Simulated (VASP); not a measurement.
Write the native input for VASP 6.6.1 that does the following.

- Task: single point
- Functional: PBEsol
- Potentials or basis: VASP PAW PBE potentials, release 64 (Co)
- Cutoff: 520 eV
- k mesh: 21 × 21 × 10
- Occupations: gaussian, width 0.1 eV
- Spin: collinear spin, ferromagnetic start
- Starting moments: [1.79, 1.79] μB
- Dipole correction: no
- Further INCAR settings: ALGO = Fast; EDIFF = 1e-07; NBANDS = 20

The structure of Co lies in POSCAR:

```
Co
1.0
    2.5295909563      0.0000000000      0.0000000000
   -1.2647954781      2.1906900293      0.0000000000
    0.0000000000      0.0000000000      3.8966134613
Co
2
Direct
    0.3333333333      0.6666666667      0.2500000000
    0.6666666667      0.3333333333      0.7500000000
```

This cell differs from its parent crystal: biaxial strain in the a-b plane: +3.0 %.

One way to write it, as run:

INCAR

```
PREC = Accurate ; ENCUT = 520
EDIFF = 1E-7 ; ISMEAR = 0
SIGMA = 0.1 ; LREAL = F
LASPH = T ; NELM = 150
ALGO = Fast ; ISIF = 2
LWAVE = F ; LCHARG = T
ISPIN = 2 ; MAGMOM = 1.79 1.79
LORBIT = 11 ; LMAXMIX = 4
GGA = PS ; LELF = T
LVHAR = T ; NBANDS = 20
```

KPOINTS

```
Automatic mesh
0
Gamma
  21 21 10
```

Potentials or basis: VASP PAW PBE potentials, release 64 (Co).

Command:

```console
$ cat potpaw_PBE.64/Co/POTCAR > POTCAR
$ mpirun -np 1 vasp_std > vasp.out
```

It gave:

```
Pressure                                              : -9.1 GPa
Net moment                                            : 3.17 μB per cell
Site moments                                          : Co +1.60 μB
Valence electrons inside the program's atomic spheres : Co 8.29
```

Caveat: the cell differs from its parent crystal (biaxial strain in the a-b plane: +3.0 %); the PAW data sets were made with another functional, which shifts forces and pressure a little.

Run time: 3.8 min on 1 thread of Oxide Virtual Turin-like Processor, on a shared host, peak memory 0.24 GiB.
